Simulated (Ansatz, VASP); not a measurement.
# Hf: VASP beside Ansatz

INCAR

```
SYSTEM = Hf
  PREC = Accurate
  ENCUT = 520
  EDIFF = 1E-7
  ISMEAR = -1
  SIGMA = 0.05
  LREAL = .False.
  LASPH = .True.
  NELM = 80
  ALGO = Normal
  ISIF = 2
  LWAVE = .False.
  LCHARG = .False.
  GGA = PS
  NBANDS = 11
```

KPOINTS

```
Automatic mesh
0
Gamma
  16 16 16
  0 0 0
```

Contents of POSCAR:

```
Hf
1.0
    0.0000000000      1.9425176835      1.9425176835
    1.9425176835      0.0000000000      1.9425176835
    1.9425176835      1.9425176835      0.0000000000
Hf
1
Direct
    0.0000000000      0.0000000000      0.0000000000
```

Input for Ansatz:

```yaml
crystal:
  lattice:
    - [0.0, 1.9425176835, 1.9425176835]
    - [1.9425176835, 0.0, 1.9425176835]
    - [1.9425176835, 1.9425176835, 0.0]
  atoms:
    - { symbol: Hf, position: [0.0, 0.0, 0.0] }
kpoints:
  mp_grid: { grid: [16, 16, 16] }
scf:
  occupations: { method: fermi_dirac, width: 0.05 }
hamiltonian:
  xc: pbesol
  pseudopotentials: { kind: all_electron, lapw: { basis_error: 0.001 } }
output:
  forces: true
  stress: true
  eigenvalues: true
  populations: true
```

Change from the starting cell: volume scaled by 0.68, LAPW.

Alike in both runs: task single point; functional PBEsol; k mesh 16 × 16 × 16; occupations fermi-dirac, width 0.05 eV; no spin polarisation.

```csv
,VASP,Ansatz
version,VASP 6.6.1,Ansatz 0.2.0
potentials or method,"VASP PAW PBE potentials, release 64 (Hf_pv), cutoff 520 eV","all-electron LAPW, scalar-relativistic"
```

Ansatz gave:

* pressure (GPa): 80.9

Q: Estimate VASP's values.

A: Pressure (GPa): 79.8.

VASP's potentials were made for PBE, not for PBEsol. Both programs put the cell under a high pressure, so it lies far from rest at this level. Ansatz ran all-electron here, and VASP with PAW potentials.

Neither program's run includes spin-orbit coupling. Noted on VASP's run: the cell as given lies far from equilibrium.
